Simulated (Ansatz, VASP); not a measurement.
# N in VASP and in Ansatz

```xyz
4
Lattice="3.0826 0.0000 0.0000 0.0000 3.0826 0.0000 0.0000 0.0000 3.0826" Properties=species:S:1:pos:R:3 pbc="T T T"
N     0.3853    0.3853    0.3853
N     1.1560    2.6973    1.9266
N     1.9266    1.1560    2.6973
N     2.6973    1.9266    1.1560
```

Alike in both runs: task relaxation of cell and atoms; functional PBEsol; k mesh 14 × 14 × 14; occupations gaussian, width 0.1 eV; no spin polarisation.

|  | VASP | Ansatz |
| --- | --- | --- |
| version | VASP 6.6.1 | Ansatz 0.2.0 |
| potentials or method | VASP PAW PBE potentials, release 64 (N), cutoff 600 eV | scalar-relativistic, plane waves, PAW |
| valence electrons in the cell | 20 | 20 |

|  | VASP | Ansatz | Ansatz less VASP |
| --- | --- | --- | --- |
| gap on the k mesh at the Fermi level, each at its own relaxed structure (eV) | none | none | - |
| relaxed volume (Å³/atom) | 7.31 | 7.32 | +0.017 |
| relaxed cell length with the largest relative difference (Å) | 3.080 | 3.083 | +0.0024 |

VASP's potentials were made for PBE, not for PBEsol. A gap of «none» marks a metal or a gap that the smearing closes. Ansatz's warnings: structure snapped to symmetry.
